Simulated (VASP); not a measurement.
Input of a VASP 6.6.1 run:

The input INCAR:

```
PREC = Accurate
ENCUT = 520
EDIFF = 1E-6
ISMEAR = -1
SIGMA = 0.03
LREAL = False
LASPH = True
NELM = 100
ALGO = Normal
ISIF = 2
LWAVE = False
LCHARG = False
GGA = PE
NBANDS = 24
```

File KPOINTS:

```
regular mesh
0
Gamma
  10 10 10
```

Contents of POSCAR:

```
AlNi3
1.0
    3.4754400422      0.0000000000      0.0000000000
    0.0000000000      3.4754400422      0.0000000000
    0.0000000000      0.0000000000      3.4754400422
Al Ni
1 3
Direct
    0.0000000000      0.0000000000      0.0000000000
    0.0000000000      0.5000000000      0.5000000000
    0.5000000000      0.0000000000      0.5000000000
    0.5000000000      0.5000000000      0.0000000000
```

Potentials or basis: VASP PAW PBE potentials, release 64 (Al, Ni).

Run with:

```sh
$ cat potpaw_PBE.64/Al/POTCAR potpaw_PBE.64/Ni/POTCAR > POTCAR
$ mpirun -np 1 vasp_std > vasp.out
```

Task: Estimate the pressure.

Result: 16.5 GPa.

 Spin polarisation is off, so any magnetic state and its effect on volume and gap are missing.
